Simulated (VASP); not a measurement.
A run of VASP 6.6.1:

The input INCAR:

```
SYSTEM = BeCo
PREC = Accurate ; ENCUT = 520
EDIFF = 1E-7 ; ISMEAR = 1
SIGMA = 0.1 ; LREAL = .FALSE.
LASPH = .TRUE. ; NELM = 150
ALGO = Normal ; ISIF = 2
LWAVE = .FALSE. ; LCHARG = .FALSE.
ISPIN = 2 ; MAGMOM = 0.11 2.28
LORBIT = 11 ; NUPDOWN = 2.4
LMAXMIX = 4 ; GGA = PS
NBANDS = 16
```

File KPOINTS:

```
regular mesh
0
G
  9 9 9
  0 0 0
```

The input POSCAR:

```
BeCo
1.0
    2.6060000000      0.0000000000      0.0000000000
    0.0000000000      2.6060000000      0.0000000000
    0.0000000000      0.0000000000      2.6060000000
Be Co
1 1
Direct
    0.0000000000      0.0000000000      0.0000000000
    0.5000000000      0.5000000000      0.5000000000
```

Potentials or basis: VASP PAW PBE potentials, release 64 (Be, Co).

Command:

```bash
$ cat potpaw_PBE.64/Be/POTCAR potpaw_PBE.64/Co/POTCAR > POTCAR
$ mpirun -np 1 vasp_std > vasp.out
```

Hardware: 1 thread of Intel(R) Xeon(R) 6975P-C (Granite Rapids) (shared host).

Q: Estimate the wall time of this run.

A: Run time: 8.8 s on 1 thread of Intel(R) Xeon(R) 6975P-C (Granite Rapids) (shared host), peak memory 0.14 GiB. Counts: scf iterations 15, k points 35.
